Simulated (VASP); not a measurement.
Set up this calculation in VASP 6.6.1, as the native input.

- Task: single point
- Functional: PBE
- Potentials or basis: VASP PAW PBE potentials, release 64 (Si)
- Cutoff: 500 eV
- k mesh: 4 × 4 × 4
- Occupations: gaussian, width 0.01 eV
- Spin: no spin polarisation
- Dipole correction: no
- Further INCAR settings: ALGO = Normal; EDIFF = 1e-06; NBANDS = 11

The structure of Si lies in POSCAR:

```
Si
1.0
    0.0000000000      2.6875738825      2.6875738825
    2.6875738825      0.0000000000      2.6875738825
    2.6875738825      2.6875738825      0.0000000000
Si
2
Direct
    0.1250000000      0.1250000000      0.1250000000
    0.8750000000      0.8750000000      0.8750000000
```

One way to write it, as run:

INCAR

```
ALGO = Normal
EDIFF = 1E-6
ENCUT = 500
GGA = PE
GGA_COMPAT = F
ISIF = 2
ISMEAR = 0
LASPH = T
LCHARG = T
LELF = T
LREAL = F
LVHAR = T
LWAVE = F
NBANDS = 11
NELM = 120
PREC = Accurate
SIGMA = 0.01
```

KPOINTS

```
k-points
0
Gamma
  4 4 4
```

Potentials or basis: VASP PAW PBE potentials, release 64 (Si).

The run is started by

```console
$ cat potpaw_PBE.64/Si/POTCAR > POTCAR
$ mpirun -np 1 vasp_std > vasp.out
```

Results of the run:

* Pressure: 5.9 GPa
* Band gap on the k mesh: 0.63 eV, indirect (least direct gap 2.56 eV)

Caveat: the k points lie up to 0.51 Å⁻¹ apart.

Wall time 10 s on 1 thread of AMD EPYC 7R13 (shared host), peak memory 0.11 GiB.
